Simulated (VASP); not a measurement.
A run of VASP 6.6.1 is set up as follows.

INCAR

```
SYSTEM = PbSe
ALGO = Normal ; EDIFF = 1E-6
ENCUT = 520 ; GGA = PE
ISIF = 2 ; ISMEAR = 0
IVDW = 12 ; LASPH = .TRUE.
LCHARG = .FALSE. ; LREAL = .FALSE.
LWAVE = .FALSE. ; NBANDS = 17
NELM = 60 ; PREC = Accurate
SIGMA = 0.03
```

The input KPOINTS:

```
k-points
0
G
  10 10 10
  0 0 0
```

File POSCAR:

```
PbSe
1.0
    0.0000000000      2.9497637440      2.9975499166
    2.9497637440      0.0000000000      2.9975499166
    2.9497637440      2.9497637440      0.0000000000
Pb Se
1 1
Direct
    0.0000000000      0.0000000000      0.0000000000
    0.5000000000      0.5000000000      0.5000000000
```

Potentials or basis: VASP PAW PBE potentials, release 64 (Pb_d, Se).

Command:

```sh
$ cat potpaw_PBE.64/Pb_d/POTCAR potpaw_PBE.64/Se/POTCAR > POTCAR
$ mpirun -np 1 vasp_std > vasp.out
```

Problem. Estimate the dispersion energy per atom.

Solution. -0.406 eV.

Problem. What does it give for the band gap on the k mesh?

Solution. 0.08 eV, direct.

Problem. Estimate the pressure.

Solution. 6.4 GPa.

Stress tensor (GPa, compression positive):
```
7.44 0.00 0.00
0.00 7.44 0.00
0.00 0.00 4.44
```

Caveat: spin-orbit coupling is left out, which moves the levels of the heavy elements. A k mesh can miss the band edges.
